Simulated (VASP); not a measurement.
# Zn4O (P31m) in VASP: a series of runs

The runs below take Zn4O through single point, relaxation of cell and atoms, with PBE.

Program: VASP 6.6.1. These are calculated values, not measurements. Logs are shortened: lines on timing, memory, paths and dates and some standing lists are left out, and cuts for length are marked.

## Step 1: The cell of the first run

Symmetry: P31m, No. 157, trigonal system. Conventional cell: a = 4.581 Å, b = 4.581 Å, c = 5.340 Å, α = 90.00°, β = 90.00°, γ = 120.00°. Zn (site symmetry m) has 1 O at 2.10 Å and 7 Zn at 2.58 to 2.77 Å within 2.8 Å. Within 2.5 Å of Zn (site symmetry 3m) lie 1 O at 1.87 Å. Within 2.5 Å of O (site symmetry 3m) lie 4 Zn at 1.87 to 2.10 Å.

The cell was built from a structure type or drawn by symmetry, and may not be a known phase.

## Step 2: Single point, PBE

File INCAR:

```
PREC = Accurate ; ENCUT = 910
EDIFF = 1E-6 ; ISMEAR = 0
SIGMA = 0.2 ; LREAL = F
LASPH = T ; NELM = 120
ALGO = Normal ; ISIF = 2
LWAVE = F ; LCHARG = F
GGA = PE ; NBANDS = 35
GGA_COMPAT = F
```

File KPOINTS:

```
regular mesh
0
Gamma
  5 5 3
```

File POSCAR:

```
Zn4O
1.0
    4.5811228032      0.0000000032      0.0000000000
   -2.2905614043      3.9673687238      0.0000000000
    0.0000000000      0.0000000000      5.3399628228
Zn O
4 1
Direct
    0.3490941584      0.0000000000      0.6490820762
    0.0000000000      0.3490941584      0.6490820762
    0.6509058416      0.6509058416      0.6490820762
    0.0000000000      0.0000000000      0.2533696528
    0.0000000000      0.0000000000      0.9033669485
```

Potentials or basis: VASP PAW PBE potentials, release 64 (Zn, O_h).

Launch:

```
cat potpaw_PBE.64/Zn/POTCAR potpaw_PBE.64/O_h/POTCAR > POTCAR
mpirun -np 1 vasp_std > vasp.out
```

OUTCAR:

```text
PREC = Accurate
   ENCUT = 910
   EDIFF = 1E-6
   ISMEAR = 0
   LREAL = F
   LASPH = T
   NELM = 120
   ISIF = 2
   GGA = PE

 ion  position               nearest neighbor table
   1  0.349  0.000  0.649-   5 2.10   3 2.58   3 2.58   2 2.58   2 2.58   4 2.65   2 2.77   3 2.77

   2  0.000  0.349  0.649-   5 2.10   3 2.58   1 2.58   3 2.58   1 2.58   4 2.65   1 2.77   3 2.77

   3  0.651  0.651  0.649-   5 2.10   1 2.58   2 2.58   1 2.58   2 2.58   4 2.65   2 2.77   1 2.77

   4  0.000  0.000  0.253-   5 1.87   2 2.65   1 2.65   3 2.65
   5  0.000  0.000  0.903-   4 1.87   2 2.10   1 2.10   3 2.10

  LATTYP: Found a hexagonal cell.
 ALAT       =     4.5811228032
 C/A-ratio  =     1.1656449853

  Lattice vectors:

 A1 = (   4.5811228032,   0.0000000032,   0.0000000000)
 A2 = (  -2.2905614043,   3.9673687238,   0.0000000000)
 A3 = (   0.0000000000,   0.0000000000,   5.3399628228)

Analysis of symmetry for initial positions (statically):
=====================================================================
 Subroutine PRICEL returns:
 Original cell was already a primitive cell.

 Routine SETGRP: Setting up the symmetry group for a
 hexagonal supercell.

 Subroutine GETGRP returns: Found  6 space group operations
 (whereof  6 operations were pure point group operations)
 out of a pool of 24 trial point group operations.

The static configuration has the point symmetry C_3v.

Analysis of symmetry for dynamics (positions and initial velocities):
=====================================================================
 Subroutine PRICEL returns:
 Original cell was already a primitive cell.

 Routine SETGRP: Setting up the symmetry group for a
 hexagonal supercell.

 Subroutine GETGRP returns: Found  6 space group operations
 (whereof  6 operations were pure point group operations)
 out of a pool of 24 trial point group operations.

The dynamic configuration has the point symmetry C_3v.

 Subroutine INISYM returns: Found  6 space group operations
 (whereof  6 operations are pure point group operations),
 and found     1 'primitive' translations

----------------------------------------------------------------------------------------

                                     Primitive cell

  volume of cell :      97.0538

  direct lattice vectors                    reciprocal lattice vectors
     4.581122803  0.000000003  0.000000000     0.218287097  0.126028115  0.000000000
    -2.290561404  3.967368724  0.000000000    -0.000000000  0.252056229  0.000000000
     0.000000000  0.000000000  5.339962823     0.000000000  0.000000000  0.187267221

  length of vectors
     4.581122803  4.581122803  5.339962823     0.252056229  0.252056229  0.187267221

  position of ions in fractional coordinates (direct lattice)
     0.349094158  0.000000000  0.649082076
     0.000000000  0.349094158  0.649082076
     0.650905842  0.650905842  0.649082076
     0.000000000  0.000000000  0.253369653
     0.000000000  0.000000000  0.903366949

  ion indices of the primitive-cell ions
   primitive index   ion index
                 1           1
                 2           2
                 3           3
                 4           4
                 5           5

----------------------------------------------------------------------------------------

 KPOINTS: regular mesh

Automatic generation of k-mesh.
 Grid dimensions read from file:
 generate k-points for:    5    5    3

 Generating k-lattice:

  Cartesian coordinates                     Fractional coordinates (reciprocal lattice)
     0.043657419  0.025205623  0.000000000     0.200000000  0.000000000  0.000000000
    -0.000000000  0.050411246  0.000000000    -0.000000000  0.200000000  0.000000000
     0.000000000  0.000000000  0.062422407     0.000000000  0.000000000  0.333333333

  Length of vectors
     0.050411246  0.050411246  0.062422407

  Shift w.r.t. Gamma in fractional coordinates (k-lattice)
     0.000000000  0.000000000  0.000000000

 Subroutine IBZKPT returns following result:
 ===========================================

 Found     12 irreducible k-points:

 Following reciprocal coordinates:
            Coordinates               Weight
  0.000000  0.000000  0.000000      1.000000
  0.200000  0.000000  0.000000      6.000000
  0.400000  0.000000  0.000000      6.000000
  0.200000  0.200000  0.000000      6.000000
  0.400000  0.200000  0.000000      6.000000
  0.000000  0.000000  0.333333      2.000000
  0.200000  0.000000  0.333333     12.000000
  0.400000  0.000000  0.333333     12.000000
  0.200000  0.200000  0.333333      6.000000
 -0.200000  0.400000  0.333333      6.000000
  0.400000  0.200000  0.333333      6.000000
 -0.200000 -0.400000  0.333333      6.000000
   k-points           NKPTS =     12   k-points in BZ     NKDIM =     12   number of bands    NBANDS=     35
   number of dos      NEDOS =    301   number of ions     NIONS =      5
   total plane-waves  NPLWV = 124416
   dimension x,y,z NGX =    48 NGY =   48 NGZ =   54
   dimension x,y,z NGXF=    96 NGYF=   96 NGZF=  108
   ions per type =               4   1
   NGX,Y,Z   is equivalent  to a cutoff of  17.42, 17.42, 16.81 a.u.
   NGXF,Y,Z  is equivalent  to a cutoff of  34.84, 34.84, 33.62 a.u.
 SYSTEM =  unknown system
   PREC   = accura    normal or accurate (medium, high low for compatibility)
   ISTART =      0    job   : 0-new  1-cont  2-samecut
   ICHARG =      2    charge: 1-file 2-atom 10-const
   ISPIN  =      1    spin polarized calculation?
   LNONCOLLINEAR =      F non collinear calculations
   LSORBIT =      F    spin-orbit coupling
   LASPH  =      T    aspherical Exc in radial PAW
   ENCUT  =  910.0 eV  66.88 Ry    8.18 a.u.  11.27 11.27 13.13*2*pi/ulx,y,z
   NELM   =    120;   NELMIN=  2; NELMDL= -5     # of ELM steps
   EDIFF  = 0.1E-05   stopping-criterion for ELM
   LREAL  =      F    real-space projection
   EDIFFG = 0.1E-04   stopping-criterion for IOM
   NSW    =      0    number of steps for IOM
   IBRION =     -1    ionic relax: 0-MD 1-quasi-New 2-CG
   NFREE  =      0    steps in history (QN), initial steepest desc. (CG)
   ISIF   =      2    stress and relaxation
   ISYM   =      2    0-nonsym 1-usesym 2-fastsym
   POTIM  = 0.5000    time-step for ionic-motion
   TEBEG  =    0.0;   TEEND  =   0.0 temperature during run
   PSTRESS=    0.0 pullay stress
   NELECT =      54.0000    total number of electrons
   NUPDOWN=      -1.0000    fix difference up-down
   EMIN   =  10.00;   EMAX   =-10.00  energy-range for DOS
   EFERMI =   0.00;   METHOD = LEGACY
   ISMEAR =     0;   SIGMA  =   0.20  broadening in eV -4-tet -1-fermi 0-gaus
   EFERMI_NEDOS =   21; number of points for ismear=-14 and -15
   IALGO  =     38    algorithm
   IMIX   =      4    mixing-type and parameters
     AMIX     =   0.40;   BMIX     =  1.00
     AMIX_MAG =   1.60;   BMIX_MAG =  1.00
  volume/ion in A,a.u.               =      19.41       130.99
  Fermi-wavevector in a.u.,A,eV,Ry     =   1.346486  2.544490 24.667696  1.813025
  Thomas-Fermi vector in A             =   2.474314
   LORBIT       =      0    0 simple, 1 ext, 2 COOP (PROOUT), +10 PAW based schemes
   GGA     = PE    functional components
   LHFCALC =     F    Hartree Fock is set to
   AEXX    =    0.0000 exact exchange contribution
   IVDW    =     0    specifies the selected vdW correction
   LEPSILON=     F    determine dielectric tensor
   LRPA    =     F    only Hartree local field effects (RPA)
 non-spin polarized calculation
 Gauss-broadening in eV      SIGMA  =   0.20
  energy-cutoff  :      910.00
  volume of cell :       97.05
 maximum number of plane-waves:      6087
 NGX is ok and might be reduce to    48
   NGX = 23   NGY = 23   NGZ = 27

 number of electron      54.0000007 magnetization

 Free energy of the ion-electron system (eV)
  ---------------------------------------------------
  ext. energy  EPLUGINS =         0.00000000
  ---------------------------------------------------
  free energy    TOTEN  =       -10.90012576 eV

  energy without entropy =      -10.88644232  energy(sigma->0) =      -10.89328404

 E-fermi :   1.2543     XC(G=0):  -9.2419

 val. band max:        0.7394463989   @ k =   0.2000   0.0000   0.0000
 cond. band min:       1.3090459455   @ k =  -0.2000   0.4000   0.3333
 fundamental gap:      0.5695995466
 Fermi energy:         1.2542859150

 k-point     1 :       0.0000    0.0000    0.0000
  band No.  band energies     occupation
      1     -17.7084      2.00000
      2      -7.5641      2.00000
      3      -6.7968      2.00000
      4      -6.5474      2.00000
      5      -6.5474      2.00000
      6      -6.3269      2.00000
[... 27 lines left out ...]
     34       7.9174      0.00000
     35       7.9174      0.00000

 k-point     2 :       0.2000    0.0000    0.0000
  band No.  band energies     occupation
      1     -17.6978      2.00000
      2      -7.3270      2.00000
      3      -6.8476      2.00000
      4      -6.6176      2.00000
      5      -6.5586      2.00000
      6      -6.4777      2.00000
[... 27 lines left out ...]
     34       7.6022      0.00000
     35       7.9698      0.00000

 k-point     3 :       0.4000    0.0000    0.0000
  band No.  band energies     occupation
      1     -17.6808      2.00000
      2      -7.0630      2.00000
      3      -6.8319      2.00000
      4      -6.6571      2.00000
      5      -6.5521      2.00000
      6      -6.5399      2.00000
[... 27 lines left out ...]
     34       8.4543      0.00000
     35       9.0265      0.00000

 k-point     4 :       0.2000    0.2000    0.0000
  band No.  band energies     occupation
      1     -17.6841      2.00000
      2      -7.0731      2.00000
      3      -6.8241      2.00000
      4      -6.7189      2.00000
      5      -6.6982      2.00000
      6      -6.5547      2.00000
[... 27 lines left out ...]
     34       7.5686      0.00000
     35       8.7170      0.00000

 k-point     5 :       0.4000    0.2000    0.0000
  band No.  band energies     occupation
      1     -17.6756      2.00000
      2      -7.0494      2.00000
      3      -6.8573      2.00000
      4      -6.7891      2.00000
      5      -6.6739      2.00000
      6      -6.5121      2.00000
[... 27 lines left out ...]
     34       7.6337      0.00000
     35       8.7520      0.00000

 k-point     6 :       0.0000    0.0000    0.3333
  band No.  band energies     occupation
      1     -17.6951      2.00000
      2      -7.9286      2.00000
      3      -6.7231      2.00000
      4      -6.4755      2.00000
      5      -6.4755      2.00000
      6      -6.3115      2.00000
[... 27 lines left out ...]
     34       8.2712      0.00000
     35       8.2712      0.00000

 k-point     7 :       0.2000    0.0000    0.3333
  band No.  band energies     occupation
      1     -17.6853      2.00000
      2      -7.7251      2.00000
      3      -6.7658      2.00000
      4      -6.5386      2.00000
      5      -6.5187      2.00000
      6      -6.4553      2.00000
[... 27 lines left out ...]
     34       7.7529      0.00000
     35       8.0798      0.00000

 k-point     8 :       0.4000    0.0000    0.3333
  band No.  band energies     occupation
      1     -17.6693      2.00000
      2      -7.4092      2.00000
      3      -6.8224      2.00000
      4      -6.6117      2.00000
      5      -6.5474      2.00000
      6      -6.4828      2.00000
[... 27 lines left out ...]
     34       9.0191      0.00000
     35       9.4717      0.00000

 k-point     9 :       0.2000    0.2000    0.3333
  band No.  band energies     occupation
      1     -17.6724      2.00000
      2      -7.4646      2.00000
      3      -6.8048      2.00000
      4      -6.7393      2.00000
      5      -6.5019      2.00000
      6      -6.4722      2.00000
[... 27 lines left out ...]
     34       8.5999      0.00000
     35       9.4440      0.00000

 k-point    10 :      -0.2000    0.4000    0.3333
  band No.  band energies     occupation
      1     -17.6723      2.00000
      2      -7.4760      2.00000
      3      -6.8129      2.00000
      4      -6.7361      2.00000
      5      -6.5042      2.00000
      6      -6.4883      2.00000
[... 27 lines left out ...]
     34       9.0328      0.00000
     35       9.2147      0.00000

 k-point    11 :       0.4000    0.2000    0.3333
  band No.  band energies     occupation
      1     -17.6645      2.00000
      2      -7.3493      2.00000
      3      -6.8646      2.00000
      4      -6.8177      2.00000
      5      -6.4789      2.00000
      6      -6.4114      2.00000
[... 27 lines left out ...]
     34       8.8282      0.00000
     35       8.8790      0.00000

 k-point    12 :      -0.2000   -0.4000    0.3333
  band No.  band energies     occupation
      1     -17.6643      2.00000
      2      -7.3712      2.00000
      3      -6.8667      2.00000
      4      -6.8204      2.00000
      5      -6.4920      2.00000
      6      -6.4142      2.00000
[... 27 lines left out ...]
     34       8.6587      0.00000
     35       8.8816      0.00000

------------------------ aborting loop because EDIFF is reached ----------------------------------------

  FORCE on cell =-STRESS in cart. coord.  units (eV):
  Direction    XX          YY          ZZ          XY          YZ          ZX
  --------------------------------------------------------------------------------------
  -------------------------------------------------------------------------------------
  Total        0.2797044      0.2797044      0.1965815      0.0000000      0.0000000      0.0000000
  in kB        4.6173956      4.6173956      3.2451922      0.0000000      0.0000000      0.0000000
  external PRESSURE =       4.1599945 kB  Pullay stress =       0.0000000 kB

 VOLUME and BASIS-vectors are now :
 -----------------------------------------------------------------------------
  energy-cutoff  :      910.00
  volume of cell :       97.05
      direct lattice vectors                 reciprocal lattice vectors
     4.581122803  0.000000003  0.000000000     0.218287097  0.126028115  0.000000000
    -2.290561404  3.967368724  0.000000000    -0.000000000  0.252056229  0.000000000
     0.000000000  0.000000000  5.339962823     0.000000000  0.000000000  0.187267221

 POSITION                                       TOTAL-FORCE (eV/Angst)
 -----------------------------------------------------------------------------------
      1.59924      0.00000      3.46607         0.038293      0.000000     -0.001588
     -0.79962      1.38499      3.46607        -0.019147      0.033163     -0.001588
      1.49094      2.58238      3.46607        -0.019147     -0.033163     -0.001588
      0.00000      0.00000      1.35298         0.000000      0.000000      0.051816
      0.00000      0.00000      4.82395         0.000000     -0.000000     -0.047052
 -----------------------------------------------------------------------------------
    total drift:                                0.000000      0.000000     -0.001310

  FREE ENERGIE OF THE ION-ELECTRON SYSTEM (eV)
  ---------------------------------------------------
  free  energy   TOTEN  =       -10.9001257570 eV

  energy  without entropy=      -10.8864423248  energy(sigma->0) =      -10.89328404
```

It took 76 s on 1 thread of AMD EPYC 9R45 (Zen 5), shared host; peak memory 0.35 GiB.

Results:

- Free energy: -10.9001 eV
- Pressure: 0.4 GPa
- Largest force: 0.052 eV/Å
- Band gap on the k mesh: zero (bands 27 and 28 overlap by 1.95 eV)

Forces on the atoms (eV/Å):
```
Zn   0.038  0.000 -0.002
Zn  -0.019  0.033 -0.002
Zn  -0.019 -0.033 -0.002
Zn   0.000  0.000  0.052
O    0.000  0.000 -0.047
```

Caveat: the k points lie up to 0.39 Å⁻¹ apart, too coarse for converged energies and pressures of a metal; the cutoff is under 1.25 times the usual one of these potentials, so pressure, stress and relaxed cells hold a basis-set (Pulay) error.

## Step 3: Relaxation of cell and atoms, PBE

File INCAR:

```
PREC = Accurate ; ENCUT = 600
EDIFF = 1E-6 ; ISMEAR = 0
SIGMA = 0.1 ; LREAL = F
LASPH = T ; NELM = 100
ALGO = Normal ; ISIF = 3
LWAVE = F ; LCHARG = F
GGA = PE ; IBRION = 2
NSW = 100 ; EDIFFG = -0.01
LUSENCCL = F
```

File KPOINTS:

```
regular mesh
0
Gamma
  12 12 6
```

Edit POSCAR of step 2 so:

```diff
@@ -2,4 +2,4 @@
 1.0
-    4.5811228032      0.0000000032      0.0000000000
-   -2.2905614043      3.9673687238      0.0000000000
+    4.5811228032      0.0000000000      0.0000000000
+   -2.2905614016      3.9673687254      0.0000000000
     0.0000000000      0.0000000000      5.3399628228
```

Potentials or basis: VASP PAW PBE potentials, release 64 (Zn, O).

Launch:

```
cat potpaw_PBE.64/Zn/POTCAR potpaw_PBE.64/O/POTCAR > POTCAR
mpirun -np 1 vasp_std > vasp.out
```

It took 16 min on 1 × NVIDIA H100 80GB with 1 thread of AMD EPYC 7R13 (Zen 3), shared host; peak memory 1.5 GiB.

It converged, with:

- Free energy: -10.8551 eV
- Relaxed volume: 19.60 Å³/atom
- Relaxed cell: a = 4.598 Å, b = 4.598 Å, c = 5.352 Å, α = 90.00°, β = 90.00°, γ = 120.00°
- Space group after relaxing (to 0.1 Å): P31m (No. 157)
- Energy gained by relaxing: 0.2 meV/atom
- Ionic steps: 9
- Pressure after relaxing: 0.0 GPa
- Largest force after relaxing: 0.009 eV/Å
- Band gap on the k mesh: zero (bands 27 and 28 overlap by 2.34 eV)

Forces on the atoms (eV/Å):
```
Zn   0.001  0.000  0.002
Zn  -0.001  0.001  0.002
Zn  -0.001 -0.001  0.002
Zn   0.000  0.000  0.003
O    0.000  0.000 -0.009
```

The path:
| step | energy change (eV) | largest force (eV/Å) | pressure (GPa) | volume (Å³) |
| --- | --- | --- | --- | --- |
| 1 | 0.0000 | 0.0499 | 0.46 | 97.05 |
| 2 | -0.0011 | 0.0428 | -0.08 | 97.84 |
| 3 | -0.0011 | 0.0293 | 0.02 | 97.72 |
| 4 | -0.0012 | 0.0156 | 0.02 | 97.80 |
| 5 | -0.0012 | 0.0182 | 0.04 | 97.81 |
| 6 | -0.0012 | 0.0259 | 0.04 | 97.85 |
| 7 | -0.0012 | 0.0221 | 0.01 | 97.83 |
| 8 | -0.0012 | 0.0217 | 0.07 | 97.82 |
| 9 | -0.0012 | 0.0091 | 0.00 | 97.98 |

Final structure:
```
Zn O
1.0
     4.59784    0.00000    0.00000
    -2.29892    3.98185    0.00000
     0.00000    0.00000    5.35167
Zn O
4 1
Direct
  0.34867 0.00000 0.64922
  0.00000 0.34867 0.64922
  0.65133 0.65133 0.64922
  0.00000 0.00000 0.25336
  0.00000 0.00000 0.90295
```

Levels at points of the mesh, in eV from the Fermi level:
| k point | band 25 | band 26 | band 27 | band 28 | band 29 | band 30 |
| --- | --- | --- | --- | --- | --- | --- |
| (0.00, 0.00, 0.00) | -3.97 | -1.34 | 1.78 | 2.09 | 2.26 | 2.26 |
| (0.50, 0.00, 0.00) | -4.03 | -2.52 | -1.53 | 0.99 | 1.50 | 3.76 |
| (0.00, 0.00, 0.50) | -3.75 | -2.48 | 1.89 | 1.98 | 1.98 | 2.52 |
| (0.50, 0.00, 0.50) | -3.37 | -2.96 | -1.22 | 0.37 | 1.12 | 1.60 |
